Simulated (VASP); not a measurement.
# Rh: single point with HSE06

Crystal: Rh.

```
Rh
1.0
     0.00000    1.91606    1.91606
     1.91606    0.00000    1.91606
     1.91606    1.91606    0.00000
Rh
1
Direct
  0.00000 0.00000 0.00000
```

- Program: VASP 6.6.1
- Task: single point
- Functional: HSE06
- Potentials or basis: VASP PAW PBE potentials, release 64 (Rh_pv)
- Cutoff: 520 eV
- k mesh: 7 × 7 × 7
- Occupations: fermi-dirac, width 0.1 eV
- Spin: no spin polarisation
- Dipole correction: no
- Grid for exact exchange (PRECFOCK): Normal
- Further INCAR settings: ALGO = Normal; EDIFF = 1e-06; NBANDS = 14
- Share of exact exchange: 0.25
- Screening parameter: 0.2079 1/Å

* Pressure: -11.6 GPa
* Band gap on the k mesh: zero (an odd number of electrons rules out a gap without spin polarisation)

Levels at points of the mesh, in eV from the Fermi level:
| k point | band 3 | band 4 | band 5 | band 6 | band 7 | band 8 | band 9 | band 10 | band 11 | band 12 |
| --- | --- | --- | --- | --- | --- | --- | --- | --- | --- | --- |
| (0.00, 0.00, 0.00) | -49.25 | -8.43 | -3.45 | -3.45 | -3.45 | -1.59 | -1.59 | 17.33 | 22.91 | 22.91 |

Wall time 48 min on 1 thread of AMD EPYC 7R43 64-Core Processor (Zen 3), on a shared host, peak memory 0.2 GiB.

Caveat: the k points lie up to 0.41 Å⁻¹ apart, too coarse for converged energies and pressures of a metal; the PAW data sets were made with another functional, which shifts forces and pressure a little.
